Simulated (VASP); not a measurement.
Crystal: MgZn2O4.

```
Mg Zn O
1.0
     2.71415    0.05627    0.02904
     1.44523    4.66650   -0.02115
     0.07722    1.04615    5.08915
Mg Zn O
1 2 4
Direct
  0.50000 0.50000 0.00000
  0.73080 0.06026 0.72454
  0.26920 0.93974 0.27546
  0.85022 0.74074 0.13958
  0.31179 0.81227 0.69878
  0.14978 0.25926 0.86042
  0.68821 0.18773 0.30122
```

This cell differs from its parent crystal: Mn replaced by Zn, lengths x 0.970, strained.

Base run:

* Program: VASP 6.6.1
* Functional: PBEsol
* Potentials or basis: VASP PAW PBE potentials, release 64 (Mg_sv, Zn, O)
* Cutoff: 750 eV
* k mesh: 8 × 4 × 4
* Occupations: gaussian, width 0.1 eV
* Spin: no spin polarisation

Its results: pressure 45.3 GPa; largest force 5.081 eV/Å.

**Question.** The run is repeated on the same cell with these changes: spin from no spin polarisation to collinear spin, ferromagnetic start; further incar settings from ALGO = Normal; EDIFF = 1e-06; NBANDS = 38 to ALGO = Normal; EDIFF = 1e-06; NBANDS = 42. What comes out?

**Answer.** Pressure 45.7 GPa; net moment 1.54 μB per cell; site moments Mg +0.01; Zn +0.18; O +0.23, +0.29 (each value once) μB; largest force 5.141 eV/Å.

Caveats: the cell stands under pressure; the PAW data sets were made with another functional, which shifts forces and pressure a little.
